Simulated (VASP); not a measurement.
A run of VASP 6.6.1 is set up as follows.

Contents of INCAR:

```
  ALGO = Normal
  DIPOL = 0.5 0.5 0.325
  EDIFF = 1E-7
  EDIFFG = -0.025
  ENCUT = 520
  IBRION = 2
  IDIPOL = 3
  ISIF = 2
  ISMEAR = 0
  LASPH = T
  LCHARG = F
  LDIPOL = T
  LREAL = F
  LWAVE = F
  NELM = 80
  NSW = 36
  PREC = Accurate
  SIGMA = 0.1
```

Contents of KPOINTS:

```
k-points
0
Gamma
  4 5 1
```

POSCAR

```
LiMg8
1.0
    6.2932257366      0.0000000000      0.0000000000
    0.0000000000      5.0388886594      0.0000000000
    0.0000000000      0.0000000000     19.0846137325
Mg Li
8 1
Selective dynamics
Direct
    0.0000000000      0.7500000000      0.2095929242  F F F
    0.5000000000      0.7500000000      0.2095929242  F F F
    0.2500000000      0.2500000000      0.2571887995  F F F
    0.7500000000      0.2500000000      0.2571887995  F F F
    0.2500000000      0.7500000000      0.3565915112  F F F
    0.7500000000      0.7500000000      0.3565915112  F F F
    0.0000000000      0.2500000000      0.3974203428  F F F
    0.5000000000      0.2500000000      0.3974203428  F F F
    0.2500000000      0.5000000000      0.4829218939  F F T
```

Potentials or basis: VASP PAW LDA potentials, release 64 (Mg, Li_sv).

The run is started by

```console
$ cat potpaw_LDA.64/Mg/POTCAR potpaw_LDA.64/Li_sv/POTCAR > POTCAR
$ mpirun -np 1 vasp_std > vasp.out
```

Q: What does it give for the energy gained by relaxing?

A: 13.2 meV/atom.

Q: What does it give for the band gap on the k mesh?

A: Zero (an odd number of electrons rules out a gap without spin polarisation).

Final structure:
```cif
data_structure
_symmetry_space_group_name_H-M 'P 1'
_symmetry_Int_Tables_number 1
_cell_length_a 6.2932
_cell_length_b 5.0389
_cell_length_c 19.0846
_cell_angle_alpha 90.000
_cell_angle_beta 90.000
_cell_angle_gamma 90.000
_cell_volume 605.19
loop_
_atom_site_label
_atom_site_type_symbol
_atom_site_fract_x
_atom_site_fract_y
_atom_site_fract_z
_atom_site_occupancy
Mg1 Mg 0.00000 0.75000 0.20959 1
Mg2 Mg 0.50000 0.75000 0.20959 1
Mg3 Mg 0.25000 0.25000 0.25719 1
Mg4 Mg 0.75000 0.25000 0.25719 1
Mg5 Mg 0.25000 0.75000 0.35659 1
Mg6 Mg 0.75000 0.75000 0.35659 1
Mg7 Mg 0.00000 0.25000 0.39742 1
Mg8 Mg 0.50000 0.25000 0.39742 1
Li1 Li 0.25000 0.50000 0.50032 1
```
